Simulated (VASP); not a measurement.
Here is a VASP 6.6.1 calculation.

File INCAR:

```
SYSTEM = CdTe
ALGO = Normal
EDIFF = 1E-6
ENCUT = 520
GGA = PE
ISIF = 2
ISMEAR = -1
LASPH = .TRUE.
LCHARG = .FALSE.
LREAL = .FALSE.
LWAVE = .FALSE.
NBANDS = 16
NELM = 60
PREC = Accurate
SIGMA = 0.05
```

KPOINTS

```
k-points
0
G
  6 6 6
  0 0 0
```

The input POSCAR:

```
CdTe
1.0
    0.0000000000      3.2050000000      3.2050000000
    3.2050000000      0.0000000000      3.2050000000
    3.2050000000      3.2050000000      0.0000000000
Te Cd
1 1
Direct
    0.7500000000      0.7500000000      0.7500000000
    0.0000000000      0.0000000000      0.0000000000
```

Potentials or basis: VASP PAW PBE potentials, release 64 (Te, Cd).

The run is started by

```console
$ cat potpaw_PBE.64/Te/POTCAR potpaw_PBE.64/Cd/POTCAR > POTCAR
$ mpirun -np 1 vasp_std > vasp.out
```

Problem. Predict the pressure.

Solution. 4.4 GPa.

Problem. Estimate the band gap on the k mesh.

Solution. 0.87 eV, direct.

Caveat: spin-orbit coupling is left out, which moves the levels of the heavy elements.
